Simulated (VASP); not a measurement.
Write the native input for VASP 6.6.1 that does the following.

* Task: single point
* Functional: PBE
* Potentials or basis: VASP PAW PBE potentials, release 64 (Zn, S)
* Cutoff: 520 eV
* k mesh: 12 × 12 × 6
* Occupations: fermi-dirac, width 0.02 eV
* Spin: no spin polarisation
* Dipole correction: no
* Further INCAR settings: ALGO = Normal; EDIFF = 1e-06; NBANDS = 26

The structure of ZnS lies in POSCAR:

```
ZnS
1.0
    3.8109987816      0.0000000000      0.0000000000
   -1.9054993908      3.3004217586      0.0000000000
    0.0000000000      0.0000000000      6.2340000000
Zn S
2 2
Direct
    0.3333333333      0.6666666667      0.0000000000
    0.6666666667      0.3333333333      0.5000000000
    0.3765461193      0.6882730597      0.3775457944
    0.7098794526      0.3549397263      0.8775457944
```

This cell differs from its parent crystal: all S atoms moved -0.150 Å, as atom 3 towards its neighbour atom 2 (Zn) at 2.314 Å.

One way to write it, as run:

INCAR

```
PREC = Accurate ; ENCUT = 520
EDIFF = 1E-6 ; ISMEAR = -1
SIGMA = 0.02 ; LREAL = False
LASPH = True ; NELM = 60
ALGO = Normal ; ISIF = 2
LWAVE = False ; LCHARG = False
GGA = PE ; NBANDS = 26
```

KPOINTS

```
regular mesh
0
Gamma
  12 12 6
```

Potentials or basis: VASP PAW PBE potentials, release 64 (Zn, S).

Run with:

```bash
$ cat potpaw_PBE.64/Zn/POTCAR potpaw_PBE.64/S/POTCAR > POTCAR
$ mpirun -np 1 vasp_std > vasp.out
```

Results of the run:

```
Pressure               : 3.1 GPa
Largest force          : 1.170 eV/Å
Band gap on the k mesh : 2.19 eV
```

Caveat: the cell differs from its parent crystal (all S atoms moved -0.150 Å, as atom 3 towards its neighbour atom 2 (Zn) at 2.314 Å); the cell stands under pressure; forces of over 1 eV/Å act on the atoms, so gaps and moduli don't describe the material at rest.

It took 7.9 min on 1 thread of Oxide Virtual Turin-like Processor (shared host), peak memory 0.45 GiB.
